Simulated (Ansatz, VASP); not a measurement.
One calculation of Pd, two programs

```xyz
1
Lattice="0.0000 1.9709 1.9709 1.9709 0.0000 1.9709 1.9709 1.9709 0.0000" Properties=species:S:1:pos:R:3 pbc="T T T"
Pd    0.0000    0.0000    0.0000
```

Alike in both runs: functional PBE; k mesh 18 × 18 × 18; occupations fermi-dirac, width 0.05 eV; no spin polarisation.

Ansatz relaxed the structure, and its values are those at the end. VASP's run is a single point on that final structure, the one shown.

|  | VASP | Ansatz |
| --- | --- | --- |
| version | VASP 6.6.1 | Ansatz 0.2.0 |
| potentials or method | VASP PAW PBE potentials, release 64 (Pd), cutoff 520 eV | all-electron LAPW, scalar-relativistic |

VASP gave:

```
pressure (GPa) : -0.2
```

Problem. Estimate Ansatz's values.

Solution. Pressure (GPa): 0.0.

Ansatz ran all-electron here, and VASP with PAW potentials.
